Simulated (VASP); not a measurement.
## SnSe (CsCl type): single point with PBE

SnSe (CsCl type):

```
Sn Se
1.0
     3.67965    0.00000    0.00000
     0.00000    3.67965    0.00000
     0.00000    0.00000    3.67965
Sn Se
1 1
Direct
  0.00000 0.00000 0.00000
  0.50000 0.50000 0.50000
```

* Program: VASP 6.6.1
* Task: single point
* Functional: PBE
* Potentials or basis: VASP PAW PBE potentials, release 64 (Sn_d, Se)
* Cutoff: 520 eV
* k mesh: 12 × 12 × 12
* Occupations: fermi-dirac, width 0.03 eV
* Spin: no spin polarisation

```yaml
Pressure: 0.0 GPa
Band_gap_on_the_k_mesh: zero (band 10 reaches 6.52 eV, above the bottom of band 11 at 5.14 eV)
```

Levels at points of the mesh, in eV from the Fermi level:
| k point | band 6 | band 7 | band 8 | band 9 | band 10 | band 11 | band 12 | band 13 | band 14 | band 15 |
| --- | --- | --- | --- | --- | --- | --- | --- | --- | --- | --- |
| (0.00, 0.00, 0.00) | -13.64 | -5.73 | -1.83 | -1.83 | -1.83 | 4.43 | 4.43 | 6.05 | 6.05 | 6.05 |
| (0.50, 0.00, 0.00) | -12.66 | -8.30 | -0.57 | -0.57 | -0.07 | 0.42 | 3.13 | 3.13 | 6.43 | 7.50 |
| (0.50, 0.50, 0.00) | -11.98 | -6.04 | -4.93 | -4.93 | -0.15 | 4.11 | 4.11 | 4.75 | 6.49 | 8.58 |
| (0.50, 0.50, 0.50) | -11.59 | -4.48 | -2.95 | -2.95 | -2.95 | -1.04 | -1.04 | -1.04 | 13.96 | 13.96 |

Wall time 22 s on 1 thread of AMD EPYC 9R45 96-Core Processor (Zen 5), with other jobs on the host, peak memory 0.18 GiB.

Caveat: spin-orbit coupling is left out, which moves the levels of the heavy elements.
